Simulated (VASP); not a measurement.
Input of a VASP 6.6.1 run:

Contents of POSCAR:

```
Na2BrF
1.0
    1.8799692527      1.0854007541      6.1284169707
   -1.8799692527      1.0854007541      6.1284169707
    0.0000000000     -2.1708015083      6.1284169706
F Br Na
1 1 2
Direct
    1.0000000000      0.0000000000      0.0000000000
    0.5000000000      0.5000000000      0.5000000000
    0.2673367675      0.2673367675      0.2673367675
    0.7326632325      0.7326632325      0.7326632325
```

File INCAR.step1:

```
SYSTEM = Na2BrF
PREC = Accurate
ENCUT = 520
ISMEAR = 0
SIGMA = 0.01
LREAL = .False.
LASPH = .True.
NELM = 80
NBANDS = 22
GGA = PE
ALGO = Normal
EDIFF = 1E-4
LWAVE = .True.
LCHARG = .False.
```

The input INCAR.step2:

```
SYSTEM = Na2BrF
PREC = Accurate
ENCUT = 520
EDIFF = 1E-6
ISMEAR = 0
SIGMA = 0.01
LREAL = .False.
LASPH = .True.
NELM = 80
ALGO = Normal
ISIF = 2
LWAVE = .False.
LCHARG = .False.
METAGGA = R2SCAN
LMIXTAU = .True.
NBANDS = 22
ISTART = 1
```

KPOINTS

```
Automatic mesh
0
Gamma
  6 6 6
  0 0 0
```

Potentials or basis: VASP PAW PBE potentials, release 64 (F, Br, Na_pv).

Launch:

```console
$ cat potpaw_PBE.64/F/POTCAR potpaw_PBE.64/Br/POTCAR potpaw_PBE.64/Na_pv/POTCAR > POTCAR
$ cp INCAR.step1 INCAR
$ mpirun -np 1 vasp_std > vasp.out
$ cp INCAR.step2 INCAR
$ mpirun -np 1 vasp_std > vasp.out
```

What does it give for the band gap on the k mesh?

3.83 eV, direct.

Predict the pressure.

-0.3 GPa.

Predict the largest force.

0.016 eV/Å.

Forces in eV/Å, atoms in the order of the input:
```
F    0.000  0.000  0.000
Br   0.000  0.000  0.000
Na   0.000  0.000  0.016
Na   0.000  0.000 -0.016
```

Caveat: the PAW data sets were made with another functional, which shifts forces and pressure a little. r2SCAN opens gaps a little over a GGA but as a rule still falls short of measured ones.
